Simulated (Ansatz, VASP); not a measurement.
SrTiO3: VASP beside Ansatz

Contents of INCAR:

```
PREC     = Accurate       # precision mode
ENCUT    = 520            # plane-wave cutoff, eV
EDIFF    = 1E-7           # SCF threshold, eV
ISMEAR   = 0              # smearing method
SIGMA    = 0.05           # smearing width, eV
LREAL    = False          # projectors in reciprocal space
LASPH    = True           # aspherical terms in the spheres
NELM     = 60             # most SCF steps
ALGO     = Normal         # electronic algorithm
ISIF     = 2              # what is computed and relaxed
LWAVE    = False          # write WAVECAR
LCHARG   = True           # write CHGCAR
GGA      = PE             # functional
LELF     = True           # ELF
LVHAR    = True         
NBANDS   = 28             # bands
```

File KPOINTS:

```
regular mesh
0
Gamma
  8 8 8
```

The input POSCAR:

```
SrTiO3
1.0
    3.9364094381      0.0000000000      0.0000000000
    0.0000000000      3.9364094381      0.0000000000
    0.0000000000      0.0000000000      3.9364094381
Sr Ti O
1 1 3
Direct
   -0.0085729158      0.0000000000      0.0000000000
    0.5307672386      0.5000000000      0.5000000000
   -0.0193055657      0.5000000000      0.5000000000
    0.4871021068      0.0000000000      0.5000000000
    0.4871021068      0.5000000000      0.0000000000
```

Input for Ansatz:

```yaml
crystal:
  lattice:
    - [3.9364094381, 0.0, 0.0]
    - [0.0, 3.9364094381, 0.0]
    - [0.0, 0.0, 3.9364094381]
  atoms:
    - { symbol: Sr, position: [-0.0085729158, 0.0, 0.0] }
    - { symbol: Ti, position: [0.5307672386, 0.5, 0.5] }
    - { symbol: O, position: [-0.0193055657, 0.5, 0.5] }
    - { symbol: O, position: [0.4871021068, 0.0, 0.5] }
    - { symbol: O, position: [0.4871021068, 0.5, 0.0] }
basis:
  ecutwfc: 520.0
kpoints:
  mp_grid: { grid: [8, 8, 8] }
hamiltonian:
  xc: pbe
  pseudopotentials: { kind: paw, azcp: { folder: soft_1 } }
scf:
  occupations: { method: gaussian, width: 0.05 }
output:
  forces: true
  stress: true
  eigenvalues: true
```

Change from the starting cell: mode 1 frozen in at -0.096 Å and mode 7 at -0.058 Å (largest displacements).

Alike in both runs: task single point; functional PBE; k mesh 8 × 8 × 8; occupations gaussian, width 0.05 eV; no spin polarisation.

|  | VASP | Ansatz |
| --- | --- | --- |
| version | VASP 6.6.1 | Ansatz 0.2.0 |
| potentials or method | VASP PAW PBE potentials, release 64 (Sr_sv, Ti_sv, O), cutoff 520 eV | scalar-relativistic, plane waves, PAW |
| valence electrons in the cell | 40 | 40 |

```csv
,VASP,Ansatz,Ansatz less VASP
gap on the k mesh at the Fermi level (eV),1.87,1.91,+0.037
least direct gap on the mesh (eV),2.49,2.51,+0.023
pressure (GPa),3.3,2.7,-0.61
"traceless stress, the component that is largest in VASP (GPa)",4.29,4.16,-0.129
rms of the force components (eV/Å),0.466,0.431,-0.0349
```

Atom by atom the forces differ by 0.036 eV/Å (rms over components).
